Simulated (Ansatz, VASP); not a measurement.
## Fe: VASP beside Ansatz

INCAR

```
SYSTEM = Fe
PREC = Accurate ; ENCUT = 520
EDIFF = 1E-7 ; ISMEAR = -1
SIGMA = 0.1 ; LREAL = .FALSE.
LASPH = .TRUE. ; NELM = 60
ALGO = Normal ; ISIF = 2
LWAVE = .FALSE. ; LCHARG = .TRUE.
GGA = RP ; LELF = .TRUE.
LVHAR = .TRUE. ; NBANDS = 10
```

KPOINTS

```
regular mesh
0
G
  15 15 15
  0 0 0
```

File POSCAR:

```
Fe
1.0
    2.3760799586      0.0000000000      0.0000000000
    0.0000000000      2.3760799586      0.0000000000
    0.0000000000      0.0000000000      2.3760799586
Fe
1
Direct
    0.0000000000      0.0000000000      0.0000000000
```

Input for Ansatz:

```yaml
crystal:
  lattice:
    - [2.3760799586, 0.0, 0.0]
    - [0.0, 2.3760799586, 0.0]
    - [0.0, 0.0, 2.3760799586]
  atoms:
    - { symbol: Fe, position: [0.0, 0.0, 0.0] }
hamiltonian:
  xc: rpbe
  pseudopotentials:
    kind: paw
    azcp:
      Fe: "pseudopotentials/Fe.paw.azcp"
basis:
  ecutwfc: 420
  fft_grid_basis: typed
kpoints:
  mp_grid: { grid: [15, 15, 15], shift: [0, 0, 0] }
magnetization:
  spin_polarized: false
scf:
  occupations: { method: fermi_dirac, width: 0.1 }
  lower_state_search: "off"
output:
  stress: true
```

Alike in both runs: task single point; functional RPBE; k mesh 15 × 15 × 15; occupations fermi-dirac, width 0.1 eV; no spin polarisation.

|  | VASP | Ansatz |
| --- | --- | --- |
| version | VASP 6.6.1 | Ansatz 0.2.0 |
| potentials or method | VASP PAW PBE potentials, release 64 (Fe), cutoff 520 eV | plane waves (420 eV) with PAW, scalar-relativistic |
| valence electrons in the cell | 8 | 16 |

|  | VASP | Ansatz | Ansatz less VASP |
| --- | --- | --- | --- |
| pressure (GPa) | -16.9 | -16.6 | +0.34 |

VASP's potentials were made for PBE, not for RPBE. The functional is the same, so the differences come from potentials, cutoffs and numerics. VASP's potentials hold 8 valence electrons a cell and Ansatz's 16, so a difference there can come from the potentials and not from the codes.
